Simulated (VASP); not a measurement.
A run of VASP 6.6.1 is set up as follows.

The input INCAR:

```
ALGO = Normal
EDIFF = 1E-6
ENCUT = 600
GGA = PE
GGA_COMPAT = False
ISIF = 2
ISMEAR = -1
LASPH = True
LCHARG = False
LREAL = False
LWAVE = False
NBANDS = 11
NELM = 120
PREC = Accurate
SIGMA = 0.03
```

The input KPOINTS:

```
k-points
0
Gamma
  5 5 5
```

Contents of POSCAR:

```
BeTe
1.0
    0.0000000000      2.6803100000      2.6803100000
    2.6803100000      0.0000000000      2.6803100000
    2.6803100000      2.6803100000      0.0000000000
Be Te
1 1
Direct
    0.5000000000      0.5000000000      0.5000000000
    0.0000000000      0.0000000000      0.0000000000
```

Potentials or basis: VASP PAW PBE potentials, release 64 (Be, Te).

Command:

```console
$ cat potpaw_PBE.64/Be/POTCAR potpaw_PBE.64/Te/POTCAR > POTCAR
$ mpirun -np 1 vasp_std > vasp.out
```

(1) Estimate the band gap on the k mesh.

(2) Predict the pressure.

Results:

(1) zero (band 4 reaches 7.37 eV, above the bottom of band 5 at 6.60 eV).

(2) 0.6 GPa.

Caveat: the k points lie up to 0.41 Å⁻¹ apart; spin-orbit coupling is left out, which moves the levels of the heavy elements.
